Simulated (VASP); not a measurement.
# Sb (Pm-3m) in VASP: elastic constants with LDA

Aim: the elastic constants of Sb with LDA.

Everything below comes from runs of VASP 6.6.1. Logs are shortened: lines on timing, memory, paths and dates and some standing lists are left out, and cuts for length are marked.

## Step 1: The cell of the first run

The structure is cubic, space group Pm-3m (No. 221). The conventional cell has a = 3.083 Å, b = 3.083 Å, c = 3.083 Å, α = 90.00°, β = 90.00°, γ = 90.00°. Within 4.1 Å of Sb (site symmetry m-3m) lie 6 Sb at 3.08 Å.

## Step 2: Elastic constants, LDA

INCAR reads:

```
SYSTEM = Sb
PREC = Accurate ; ENCUT = 600
EDIFF = 1E-8 ; ISMEAR = -1
SIGMA = 0.15 ; LREAL = .FALSE.
LASPH = .TRUE. ; NELM = 80
ALGO = Normal ; ISIF = 3
LWAVE = .FALSE. ; LCHARG = .FALSE.
NBANDS = 8 ; IBRION = 6
NFREE = 2 ; POTIM = 0.015
NSW = 1
```

KPOINTS reads:

```
Automatic mesh
0
G
  14 14 14
  0 0 0
```

POSCAR reads:

```
Sb
1.0
    3.0833436100      0.0000000000      0.0000000000
    0.0000000000      3.0833436100      0.0000000000
    0.0000000000      0.0000000000      3.0833436100
Sb
1
Direct
    0.0000000000      0.0000000000      0.0000000000
```

Potentials or basis: VASP PAW LDA potentials, release 64 (Sb).

Command:

```bash
$ cat potpaw_LDA.64/Sb/POTCAR > POTCAR
$ mpirun -np 1 vasp_std > vasp.out
```

OUTCAR:

```text
SYSTEM = Sb
   PREC = Accurate
   ENCUT = 600
   EDIFF = 1E-8
   ISMEAR = -1
   LREAL = .FALSE.
   LASPH = .TRUE.
   NELM = 80
   ISIF = 3
   IBRION = 6
   NFREE = 2
   POTIM = 0.015
   NSW = 1

 ion  position               nearest neighbor table
   1  0.000  0.000  0.000-

  LATTYP: Found a simple cubic cell.
 ALAT       =     3.0833436100

  Lattice vectors:

 A1 = (   3.0833436100,   0.0000000000,   0.0000000000)
 A2 = (   0.0000000000,   3.0833436100,   0.0000000000)
 A3 = (   0.0000000000,   0.0000000000,   3.0833436100)

Analysis of symmetry for initial positions (statically):
=====================================================================
 Subroutine PRICEL returns:
 Original cell was already a primitive cell.

 Routine SETGRP: Setting up the symmetry group for a
 simple cubic supercell.

 Subroutine GETGRP returns: Found 48 space group operations
 (whereof 48 operations were pure point group operations)
 out of a pool of 48 trial point group operations.

The static configuration has the point symmetry O_h .

Analysis of symmetry for dynamics (positions and initial velocities):
=====================================================================
 Subroutine PRICEL returns:
 Original cell was already a primitive cell.

 Routine SETGRP: Setting up the symmetry group for a
 simple cubic supercell.

 Subroutine GETGRP returns: Found 48 space group operations
 (whereof 48 operations were pure point group operations)
 out of a pool of 48 trial point group operations.

The dynamic configuration has the point symmetry O_h .

 Subroutine INISYM returns: Found 48 space group operations
 (whereof 48 operations are pure point group operations),
 and found     1 'primitive' translations

----------------------------------------------------------------------------------------

                                     Primitive cell

  volume of cell :      29.3134

  direct lattice vectors                    reciprocal lattice vectors
     3.083343610  0.000000000  0.000000000     0.324323243  0.000000000  0.000000000
     0.000000000  3.083343610  0.000000000     0.000000000  0.324323243  0.000000000
     0.000000000  0.000000000  3.083343610     0.000000000  0.000000000  0.324323243

  length of vectors
     3.083343610  3.083343610  3.083343610     0.324323243  0.324323243  0.324323243

  position of ions in fractional coordinates (direct lattice)
     0.000000000  0.000000000  0.000000000

  ion indices of the primitive-cell ions
   primitive index   ion index
                 1           1

----------------------------------------------------------------------------------------

 KPOINTS: Automatic mesh

Automatic generation of k-mesh.
 Grid dimensions read from file:
 generate k-points for:   14   14   14

 Generating k-lattice:

  Cartesian coordinates                     Fractional coordinates (reciprocal lattice)
     0.023165946  0.000000000  0.000000000     0.071428571  0.000000000  0.000000000
     0.000000000  0.023165946  0.000000000     0.000000000  0.071428571  0.000000000
     0.000000000  0.000000000  0.023165946     0.000000000  0.000000000  0.071428571

  Length of vectors
     0.023165946  0.023165946  0.023165946

  Shift w.r.t. Gamma in fractional coordinates (k-lattice)
     0.000000000  0.000000000  0.000000000

 Subroutine IBZKPT returns following result:
[... 85 lines left out ...]
 NGX is ok and might be reduce to    28
   NGX = 13   NGY = 13   NGZ = 13

--------------------------------------- Ionic step        1  -------------------------------------------

 number of electron       4.9999999 magnetization

 Free energy of the ion-electron system (eV)
  ---------------------------------------------------
  ext. energy  EPLUGINS =         0.00000000
  ---------------------------------------------------
  free energy    TOTEN  =        -4.80602642 eV

  energy without entropy =       -4.76918273  energy(sigma->0) =       -4.78760458

------------------------ aborting loop because EDIFF is reached ----------------------------------------

  FORCE on cell =-STRESS in cart. coord.  units (eV):
  Direction    XX          YY          ZZ          XY          YZ          ZX
  --------------------------------------------------------------------------------------
  -------------------------------------------------------------------------------------
  Total       -0.4030488     -0.4030488     -0.4030488     -0.0000000      0.0000000     -0.0000000
  in kB      -22.0293904    -22.0293904    -22.0293904     -0.0000000      0.0000000     -0.0000000
  external PRESSURE =     -22.0293904 kB  Pullay stress =       0.0000000 kB
[... 86 lines left out ...]
  FREE ENERGIE OF THE ION-ELECTRON SYSTEM (eV)
  ---------------------------------------------------
  free  energy   TOTEN  =        -4.8088281745 eV

  energy  without entropy=       -4.7724505737  energy(sigma->0) =       -4.79063937

[... ionic steps 4 to 12 ...]

--------------------------------------- Ionic step       13  -------------------------------------------

 number of electron       4.9999999 magnetization

------------------------ aborting loop because EDIFF is reached ----------------------------------------
[... 65 lines left out ...]
--------------------------------------- Ionic step       15  -------------------------------------------

 number of electron       5.0000000 magnetization

 Free energy of the ion-electron system (eV)
  ---------------------------------------------------
  ext. energy  EPLUGINS =         0.00000000
  ---------------------------------------------------
  free energy    TOTEN  =        -4.80602662 eV

  energy without entropy =       -4.76918293  energy(sigma->0) =       -4.78760478

 E-fermi :   7.1689     XC(G=0):  -9.8740

 val. band max:        7.1635321272   @ k =   0.2857   0.2143   0.0000
 cond. band min:       7.1838033508   @ k =   0.2857   0.2857   0.2857
 fundamental gap:      0.0202712236
 Fermi energy:         7.1689136972

 k-point     1 :       0.0000    0.0000    0.0000
  band No.  band energies     occupation
      1      -5.3180      2.00000
      2      10.4911      0.00000
      3      10.4911      0.00000
      4      10.4911      0.00000
      5      14.1323      0.00000
      6      14.1323      0.00000
      7      15.5191      0.00000
      8      23.8211      0.00000
[... 243 lines left out ...]
 k-point    24 :       0.3571    0.2143    0.0000
  band No.  band energies     occupation
      1      -2.9379      2.00000
      2       3.6159      2.00000
      3       7.6570      0.07436
      4      12.6531      0.00000
      5      14.2588      0.00000
      6      16.6966      0.00000
      7      19.8293      0.00000
      8      20.1838      0.00000

 [... further k-points ...]
[... 5 lines left out ...]
  --------------------------------------------------------------------------------------
  -------------------------------------------------------------------------------------
  Total       -0.4031028     -0.4031028     -0.4031028     -0.0000000     -0.0000000     -0.0000000
  in kB      -22.0323394    -22.0323394    -22.0323394     -0.0000000     -0.0000000     -0.0000000
  external PRESSURE =     -22.0323394 kB  Pullay stress =       0.0000000 kB
[... 16 lines left out ...]
  FREE ENERGIE OF THE ION-ELECTRON SYSTEM (eV)
  ---------------------------------------------------
  free  energy   TOTEN  =        -4.8060266215 eV

  energy  without entropy=       -4.7691829348  energy(sigma->0) =       -4.78760478

 INTERNAL STRAIN TENSORS FROM STRAINED CELLS
 ============================================

 INTERNAL STRAIN TENSOR FOR ION    1 for displacements in x,y,z  (eV/Angst):
          X           Y           Z          XY          YZ          ZX
  --------------------------------------------------------------------------------
  x     0.00000     0.00000     0.00000     0.00000     0.00000    -0.00000
  y     0.00000     0.00000     0.00000     0.00000     0.00000     0.00000
  z     0.00000     0.00000     0.00000     0.00000     0.00000     0.00000

 INTERNAL STRAIN TENSORS FROM DISPLACED ATOMS
 ============================================

 INTERNAL STRAIN TENSOR FOR ION    1 for displacements in x,y,z  (eV/Angst):
          X           Y           Z          XY          YZ          ZX
  --------------------------------------------------------------------------------
  x     0.00000     0.00000     0.00000     0.00000     0.00000     0.00000
  y     0.00000     0.00000     0.00000     0.00000     0.00000     0.00000
  z     0.00000     0.00000     0.00000     0.00000     0.00000     0.00000

 Eigenvectors and eigenvalues of the dynamical matrix
 ----------------------------------------------------

   1 f/i=    0.000000 THz     0.000000 2PiTHz    0.000000 cm-1     0.000000 meV
             X         Y         Z           dx          dy          dz
      0.000000  0.000000  0.000000     0.000000   -1.000000    0.000000

   2 f/i=    0.000000 THz     0.000000 2PiTHz    0.000000 cm-1     0.000000 meV
             X         Y         Z           dx          dy          dz
      0.000000  0.000000  0.000000    -1.000000    0.000000    0.000000

   3 f/i=    0.000000 THz     0.000000 2PiTHz    0.000000 cm-1     0.000000 meV
             X         Y         Z           dx          dy          dz
      0.000000  0.000000  0.000000     0.000000    0.000000    1.000000

--------------------------------------------------------------------------------------------------------

 ELASTIC MODULI CONTR FROM IONIC RELAXATION (kBar)
 Direction    XX          YY          ZZ          XY          YZ          ZX
 --------------------------------------------------------------------------------
 XX           0.0000      0.0000      0.0000      0.0000      0.0000      0.0000
 YY           0.0000      0.0000      0.0000      0.0000      0.0000      0.0000
 ZZ           0.0000      0.0000      0.0000      0.0000      0.0000      0.0000
 XY           0.0000      0.0000      0.0000      0.0000      0.0000      0.0000
 YZ           0.0000      0.0000      0.0000      0.0000      0.0000      0.0000
 ZX           0.0000      0.0000      0.0000      0.0000      0.0000      0.0000
 --------------------------------------------------------------------------------

 TOTAL ELASTIC MODULI (kBar)
 Direction    XX          YY          ZZ          XY          YZ          ZX
 --------------------------------------------------------------------------------
 XX        1515.5284    111.1244    111.1244     -0.0000      0.0000     -0.0000
 YY         111.1244   1515.5284    111.1244     -0.0000      0.0000     -0.0000
 ZZ         111.1244    111.1244   1515.5284      0.0000     -0.0000      0.0000
 XY          -0.0000     -0.0000      0.0000    114.4005      0.0000      0.0000
 YZ           0.0000      0.0000     -0.0000      0.0000    114.4005      0.0000
 ZX          -0.0000     -0.0000      0.0000      0.0000      0.0000    114.4005
 --------------------------------------------------------------------------------
```

Wall time 10 min (1 thread of Intel Xeon Platinum 8488C (Sapphire Rapids), shared host); peak memory 0.46 GiB.

Results:

```yaml
Elastic_constants_C11_C12_C44: 152, 11, 11 GPa
Voigt_bulk_modulus: 58 GPa
```

Elastic tensor in Voigt notation (GPa, in the Cartesian axes of the cell as first typed):
```
152  11  11   0   0   0
 11 152  11   0   0   0
 11  11 152   0   0   0
  0   0   0  11   0   0
  0   0   0   0  11   0
  0   0   0   0   0  11
```

Clamped-ion elastic tensor (GPa):
```
152  11  11   0   0   0
 11 152  11   0   0   0
 11  11 152   0   0   0
  0   0   0  11   0   0
  0   0   0   0  11   0
  0   0   0   0   0  11
```

Caveat: the cell is under stress, which shifts elastic constants; spin-orbit coupling is left out, which moves the levels of the heavy elements.
